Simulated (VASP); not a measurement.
# SiC2F (P6/mmm) in VASP: single point with PBE

Aim: the single point of SiC2F with PBE.

All numbers are computed with VASP 6.6.1; they aren't measurements. Logs are shortened: lines on timing, memory, paths and dates and some standing lists are left out, and cuts for length are marked.

## (1) The cell of the first run

It takes space group P6/mmm (No. 191, hexagonal). Conventional cell: a = 3.520 Å, b = 3.520 Å, c = 3.833 Å, α = 90.00°, β = 90.00°, γ = 120.00°. Within 2.5 Å of Si (site symmetry 6/mmm) lie 2 F at 1.92 Å and 6 C at 2.03 Å. C (site symmetry -6m2) has 3 Si at 2.03 Å and 3 C at 2.03 Å and 6 F at 2.79 Å within 2.8 Å. Within 2.5 Å of F (site symmetry 6/mmm) lie 2 Si at 1.92 Å.

## (2) Single point, PBE

POSCAR

```
SiC2F
1.0
    3.5201756453      0.0000000000      0.0000000000
   -1.7600878226      3.0485615346      0.0000000000
    0.0000000000      0.0000000000      3.8334705690
Si C F
1 2 1
Direct
    0.0000000000      0.0000000000      0.5000000000
    0.3333333333      0.6666666667      0.5000000000
    0.6666666667      0.3333333333      0.5000000000
    0.0000000000      0.0000000000      0.0000000000
```

INCAR.step1

```
PREC = Accurate
ENCUT = 520
EDIFF = 1E-7
ISMEAR = 0
SIGMA = 0.1
LREAL = False
LASPH = True
NELM = 100
ALGO = Normal
ISIF = 2
LWAVE = False
LCHARG = True
GGA = PE
NBANDS = 18
```

KPOINTS.step1

```
Automatic mesh
0
Gamma
  18 18 12
```

INCAR.step2

```
PREC = Accurate
ENCUT = 520
EDIFF = 1E-7
ISMEAR = -5
SIGMA = 0.1
LREAL = False
LASPH = True
NELM = 100
ALGO = Normal
ISIF = 2
LWAVE = False
LCHARG = False
GGA = PE
LORBIT = 10
NEDOS = 1001
ICHARG = 11
```

KPOINTS.step2

```
Automatic mesh
0
Gamma
  27 27 18
```

Potentials or basis: VASP PAW PBE potentials, release 64 (Si, C, F).

On the command line:

```sh
> cat potpaw_PBE.64/Si/POTCAR potpaw_PBE.64/C/POTCAR potpaw_PBE.64/F/POTCAR > POTCAR
> cp INCAR.step1 INCAR
> cp KPOINTS.step1 KPOINTS
> mpirun -np 1 vasp_std > vasp.out
> cp INCAR.step2 INCAR
> cp KPOINTS.step2 KPOINTS
> mpirun -np 1 vasp_std > vasp.out
```

OUTCAR:

```text
PREC = Accurate
   ENCUT = 520
   EDIFF = 1E-7
   ISMEAR = -5
   LREAL = False
   LASPH = True
   NELM = 100
   ISIF = 2
   GGA = PE
   LORBIT = 10
   ICHARG = 11

 ion  position               nearest neighbor table
   1  0.000  0.000  0.500-   4 1.92   4 1.92   2 2.03   3 2.03   2 2.03   3 2.03   3 2.03   2 2.03

   2  0.333  0.667  0.500-   1 2.03   3 2.03   3 2.03   1 2.03   1 2.03   3 2.03
   3  0.667  0.333  0.500-   1 2.03   2 2.03   2 2.03   1 2.03   1 2.03   2 2.03
   4  0.000  0.000  0.000-   1 1.92   1 1.92

  LATTYP: Found a hexagonal cell.
 ALAT       =     3.5201756453
 C/A-ratio  =     1.0889997987

  Lattice vectors:

 A1 = (   3.5201756453,   0.0000000000,   0.0000000000)
 A2 = (  -1.7600878226,   3.0485615346,   0.0000000000)
 A3 = (   0.0000000000,   0.0000000000,   3.8334705690)

Analysis of symmetry for initial positions (statically):
=====================================================================
 Subroutine PRICEL returns:
 Original cell was already a primitive cell.

 Routine SETGRP: Setting up the symmetry group for a
 hexagonal supercell.

 Subroutine GETGRP returns: Found 24 space group operations
 (whereof 24 operations were pure point group operations)
 out of a pool of 24 trial point group operations.

The static configuration has the point symmetry D_6h.

Analysis of symmetry for dynamics (positions and initial velocities):
=====================================================================
 Subroutine PRICEL returns:
 Original cell was already a primitive cell.

 Routine SETGRP: Setting up the symmetry group for a
 hexagonal supercell.

 Subroutine GETGRP returns: Found 24 space group operations
 (whereof 24 operations were pure point group operations)
 out of a pool of 24 trial point group operations.

The dynamic configuration has the point symmetry D_6h.

 Subroutine INISYM returns: Found 24 space group operations
 (whereof 24 operations are pure point group operations),
 and found     1 'primitive' translations

----------------------------------------------------------------------------------------

                                     Primitive cell

  volume of cell :      41.1388

  direct lattice vectors                    reciprocal lattice vectors
     3.520175645  0.000000000  0.000000000     0.284076734  0.164011779  0.000000000
    -1.760087823  3.048561535  0.000000000     0.000000000  0.328023558  0.000000000
     0.000000000  0.000000000  3.833470569     0.000000000  0.000000000  0.260860226

  length of vectors
     3.520175645  3.520175645  3.833470569     0.328023558  0.328023558  0.260860226

  position of ions in fractional coordinates (direct lattice)
     0.000000000  0.000000000  0.500000000
     0.333333333  0.666666667  0.500000000
     0.666666667  0.333333333  0.500000000
     0.000000000  0.000000000  0.000000000

  ion indices of the primitive-cell ions
   primitive index   ion index
                 1           1
                 2           2
                 3           3
                 4           4

----------------------------------------------------------------------------------------

 KPOINTS: Automatic mesh

Automatic generation of k-mesh.
 Grid dimensions read from file:
 generate k-points for:   27   27   18

 Generating k-lattice:

  Cartesian coordinates                     Fractional coordinates (reciprocal lattice)
     0.010521361  0.006074510  0.000000000     0.037037037  0.000000000  0.000000000
     0.000000000  0.012149021  0.000000000     0.000000000  0.037037037  0.000000000
     0.000000000  0.000000000  0.014492235     0.000000000  0.000000000  0.055555556

  Length of vectors
     0.012149021  0.012149021  0.014492235

  Shift w.r.t. Gamma in fractional coordinates (k-lattice)
     0.000000000  0.000000000  0.000000000

 TETIRR: Found  13302 inequivalent tetrahedra from    78732

 Subroutine IBZKPT returns following result:
 ===========================================

 Found    750 irreducible k-points:

 Following reciprocal coordinates:
            Coordinates               Weight
  0.000000  0.000000  0.000000      1.000000
  0.037037  0.000000  0.000000      6.000000
  0.074074  0.000000  0.000000      6.000000
  0.111111  0.000000  0.000000      6.000000
  0.148148 -0.000000  0.000000      6.000000
  0.185185  0.000000  0.000000      6.000000
[... 16 lines left out ...]
  0.333333  0.037037  0.000000     12.000000
  0.370370  0.037037  0.000000     12.000000
 [... further k-points ...]
   k-points           NKPTS =    750   k-points in BZ     NKDIM =    750   number of bands    NBANDS=     13
   number of dos      NEDOS =   1001   number of ions     NIONS =      4
   total plane-waves  NPLWV =  23520
   dimension x,y,z NGX =    28 NGY =   28 NGZ =   30
   dimension x,y,z NGXF=    56 NGYF=   56 NGZF=   60
   ions per type =               1   2   1
   NGX,Y,Z   is equivalent  to a cutoff of  13.22, 13.22, 13.01 a.u.
   NGXF,Y,Z  is equivalent  to a cutoff of  26.45, 26.45, 26.02 a.u.
 SYSTEM =  unknown system
   PREC   = accura    normal or accurate (medium, high low for compatibility)
   ISTART =      0    job   : 0-new  1-cont  2-samecut
   ICHARG =     11    charge: 1-file 2-atom 10-const
   ISPIN  =      1    spin polarized calculation?
   LNONCOLLINEAR =      F non collinear calculations
   LSORBIT =      F    spin-orbit coupling
   LASPH  =      T    aspherical Exc in radial PAW
   ENCUT  =  520.0 eV  38.22 Ry    6.18 a.u.   6.55  6.55  7.13*2*pi/ulx,y,z
   NELM   =    100;   NELMIN=  2; NELMDL=  0     # of ELM steps
   EDIFF  = 0.1E-06   stopping-criterion for ELM
   LREAL  =      F    real-space projection
   EDIFFG = 0.1E-05   stopping-criterion for IOM
   NSW    =      0    number of steps for IOM
   IBRION =     -1    ionic relax: 0-MD 1-quasi-New 2-CG
   NFREE  =      0    steps in history (QN), initial steepest desc. (CG)
   ISIF   =      2    stress and relaxation
   ISYM   =      2    0-nonsym 1-usesym 2-fastsym
   POTIM  = 0.5000    time-step for ionic-motion
   TEBEG  =    0.0;   TEEND  =   0.0 temperature during run
   PSTRESS=    0.0 pullay stress
   NELECT =      19.0000    total number of electrons
   NUPDOWN=      -1.0000    fix difference up-down
   EMIN   =  10.00;   EMAX   =-10.00  energy-range for DOS
   EFERMI =   0.00;   METHOD = LEGACY
   ISMEAR =    -5;   SIGMA  =   0.10  broadening in eV -4-tet -1-fermi 0-gaus
   EFERMI_NEDOS =   21; number of points for ismear=-14 and -15
   IALGO  =     38    algorithm
   IMIX   =      4    mixing-type and parameters
     AMIX     =   0.40;   BMIX     =  1.00
     AMIX_MAG =   1.60;   BMIX_MAG =  1.00
  volume/ion in A,a.u.               =      10.28        69.40
  Fermi-wavevector in a.u.,A,eV,Ry     =   1.265442  2.391339 21.787598  1.601343
  Thomas-Fermi vector in A             =   2.398695
   LORBIT       =     10    0 simple, 1 ext, 2 COOP (PROOUT), +10 PAW based schemes
   GGA     = PE    functional components
   LHFCALC =     F    Hartree Fock is set to
   AEXX    =    0.0000 exact exchange contribution
   IVDW    =     0    specifies the selected vdW correction
   LEPSILON=     F    determine dielectric tensor
   LRPA    =     F    only Hartree local field effects (RPA)
 non-spin polarized calculation
 Fermi weights with tetrahedron method with Bloechl corrections
  energy-cutoff  :      520.00
  volume of cell :       41.14
 maximum number of plane-waves:      1143
 NGX is ok and might be reduce to    28

 number of electron      19.0000015 magnetization

 Free energy of the ion-electron system (eV)
  ---------------------------------------------------
  ext. energy  EPLUGINS =         0.00000000
  ---------------------------------------------------
  free energy    TOTEN  =       -21.17394505 eV

  energy without entropy =      -21.17394505  energy(sigma->0) =      -21.17394505

 E-fermi :   5.4123     XC(G=0): -10.6765

 val. band max:        5.4159271375   @ k =   0.3333   0.2963   0.1111
 cond. band min:       5.3792952887   @ k =   0.2222   0.2222   0.1667
 fundamental gap:     -0.0366318488
 Fermi energy:         5.4122677791

 k-point     1 :       0.0000    0.0000    0.0000
  band No.  band energies     occupation
      1     -18.9590      2.00000
      2     -10.2915      2.00000
      3      -3.3453      2.00000
      4       0.0659      2.00000
      5       0.0659      2.00000
      6       0.7320      2.00000
      7       0.7321      2.00000
      8       1.4832      2.00000
      9       3.5077      2.00000
     10       3.9708      2.00000
     11       3.9709      2.00000
     12       8.4831      0.00000
     13       8.6473      0.00000

 k-point     2 :       0.0370    0.0000    0.0000
  band No.  band energies     occupation
      1     -18.9575      2.00000
      2     -10.2762      2.00000
      3      -3.3381      2.00000
      4      -0.0772      2.00000
      5      -0.0324      2.00000
      6       0.5186      2.00000
      7       0.7991      2.00000
      8       1.8013      2.00000
      9       3.5070      2.00000
     10       3.9604      2.00000
     11       4.0322      2.00000
     12       8.5719      0.00000
     13       8.6198      0.00000
[... 321 lines left out ...]
 k-point    23 :       0.3333    0.0370    0.0000
  band No.  band energies     occupation
      1     -18.8682      2.00000
      2      -8.9257      2.00000
      3      -5.1340      2.00000
      4      -2.8846      2.00000
      5      -2.0088      2.00000
      6       0.4026      2.00000
      7       1.1832      2.00000
      8       1.7627      2.00000
      9       3.6151      2.00000
     10       6.7309      0.00000
     11       7.3637      0.00000
     12       8.2944      0.00000
     13      12.2649      0.00000

 k-point    24 :       0.3704    0.0370    0.0000
  band No.  band energies     occupation
      1     -18.8588      2.00000
      2      -8.6471      2.00000
      3      -5.6313      2.00000
      4      -2.8322      2.00000
      5      -2.1243      2.00000
      6       0.4504      2.00000
      7       1.1279      2.00000
      8       1.6360      2.00000
      9       3.6575      2.00000
     10       6.4930      0.00000
     11       7.9172      0.00000
     12       8.8394      0.00000
     13      12.2074      0.00000

 [... further k-points ...]

------------------------ aborting loop because EDIFF is reached ----------------------------------------

  FORCE on cell =-STRESS in cart. coord.  units (eV):
  Direction    XX          YY          ZZ          XY          YZ          ZX
  --------------------------------------------------------------------------------------
  -------------------------------------------------------------------------------------
  Total       -0.0650677     -0.0650677      0.0715398     -0.0000000      0.0000000      0.0000000
  in kB       -2.5341068     -2.5341068      2.7861636     -0.0000000      0.0000000      0.0000000
  external PRESSURE =      -0.7606834 kB  Pullay stress =       0.0000000 kB

 VOLUME and BASIS-vectors are now :
 -----------------------------------------------------------------------------
  energy-cutoff  :      520.00
  volume of cell :       41.14
      direct lattice vectors                 reciprocal lattice vectors
     3.520175645  0.000000000  0.000000000     0.284076734  0.164011779  0.000000000
    -1.760087823  3.048561535  0.000000000     0.000000000  0.328023558  0.000000000
     0.000000000  0.000000000  3.833470569     0.000000000  0.000000000  0.260860226

 POSITION                                       TOTAL-FORCE (eV/Angst)
 -----------------------------------------------------------------------------------
      0.00000      0.00000      1.91674        -0.000000      0.000000     -0.000000
     -0.00000      2.03237      1.91674        -0.000000     -0.000000      0.000000
      1.76009      1.01619      1.91674         0.000000      0.000000     -0.000000
      0.00000      0.00000      0.00000        -0.000000      0.000000     -0.000000
 -----------------------------------------------------------------------------------
    total drift:                               -0.000000      0.000000     -0.000000

  FREE ENERGIE OF THE ION-ELECTRON SYSTEM (eV)
  ---------------------------------------------------
  free  energy   TOTEN  =       -21.1739450509 eV

  energy  without entropy=      -21.1739450509  energy(sigma->0) =      -21.17394505

 total charge

# of ion       s       p       d       tot
------------------------------------------
    1        0.659   0.799   0.000   1.458
    2        0.978   1.256   0.000   2.233
    3        0.978   1.256   0.000   2.233
    4        1.743   4.378   0.000   6.121
--------------------------------------------------
tot          4.357   7.689   0.000  12.045
```

Run time: 3.4 min. Hardware: 1 thread of AMD EPYC 9R45 (Zen 5), shared host; peak memory 0.48 GiB.

What came out:

```
Valence electrons inside the program's atomic spheres : Si 1.46; C 2.23; F 6.12
```

Caveat: an odd number of electrons without spin polarisation forces a metal; a magnetic or distorted state may lie lower; tetrahedron occupations give inexact forces and stress in metals.
